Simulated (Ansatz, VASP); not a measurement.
## One calculation of Si2Ge, two programs

```
CELL_PARAMETERS angstrom
3.89949 0.00000 0.00000
-1.94975 3.37706 0.00000
0.00000 0.00000 9.55390
ATOMIC_POSITIONS crystal
Si 0.33333 0.66667 0.70348
Si 0.00000 0.00000 0.37638
Si 0.00000 0.00000 0.62362
Si 0.66667 0.33333 0.29652
Ge 0.66667 0.33333 0.04543
Ge 0.33333 0.66667 0.95457
```

Alike in both runs: task single point; functional PBE; k mesh 12 × 12 × 4; occupations fermi-dirac, width 0.02 eV; no spin polarisation.

```csv
,VASP,Ansatz
version,VASP 6.6.1,Ansatz 0.2.0
potentials or method,"VASP PAW PBE potentials, release 64 (Si, Ge_d)","plane waves, PAW"
plane-wave cutoff (eV),520,420
valence electrons in the cell,44,44
```

Ansatz gave:

```
pressure (GPa)                     : 2.0
rms of the force components (eV/Å) : 0.038
```

Question: What did VASP give for the same quantities?

Answer: Pressure (GPa): 1.9; rms of the force components (eV/Å): 0.038.

The functional is the same, so the differences come from potentials, cutoffs and numerics.
